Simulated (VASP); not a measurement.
Set up this calculation in VASP 6.6.1, as the native input.

```
Task                   : single point
Functional             : PBE
Potentials or basis    : VASP PAW PBE potentials, release 64 (Fe)
Cutoff                 : 520 eV
k mesh                 : 38 × 38 × 38
Occupations            : fermi-dirac, width 0.0612256 eV
Spin                   : no spin polarisation
Dipole correction      : no
Further INCAR settings : ALGO = Normal; EDIFF = 1e-06; NBANDS = 15
```

The structure of Fe lies in POSCAR:

```
Fe
1.0
    0.0000000000      2.4203498288      2.4203498288
    2.4203498288      0.0000000000      2.4203498288
    2.4203498288      2.4203498288      0.0000000000
Fe
2
Direct
    0.0000000000      0.0000000000      0.0000000000
    0.2500000000      0.2500000000      0.2500000000
```

This isn't the form of Fe at room conditions, which is bcc.

These files were run (other wordings do the same):

INCAR

```
PREC = Accurate
ENCUT = 520
EDIFF = 1E-6
ISMEAR = -1
SIGMA = 0.06122561905347299
LREAL = False
LASPH = True
NELM = 60
ALGO = Normal
ISIF = 2
LWAVE = False
LCHARG = False
GGA = PE
NBANDS = 15
```

KPOINTS

```
Automatic mesh
0
Gamma
  38 38 38
```

Potentials or basis: VASP PAW PBE potentials, release 64 (Fe).

Run with:

```console
$ cat potpaw_PBE.64/Fe/POTCAR > POTCAR
$ mpirun -np 1 vasp_std > vasp.out
```

Results of the run:

```json
{
  "Pressure": "1.7 GPa",
  "Band gap on the k mesh": "zero (bands 8 and 9 overlap by 0.79 eV)"
}
```

Caveat: the run has no spin polarisation, though such a crystal can be magnetic.

It took 4.4 min on 1 thread of Intel(R) Xeon(R) 6975P-C (Granite Rapids), with other jobs on the host, peak memory 0.6 GiB.
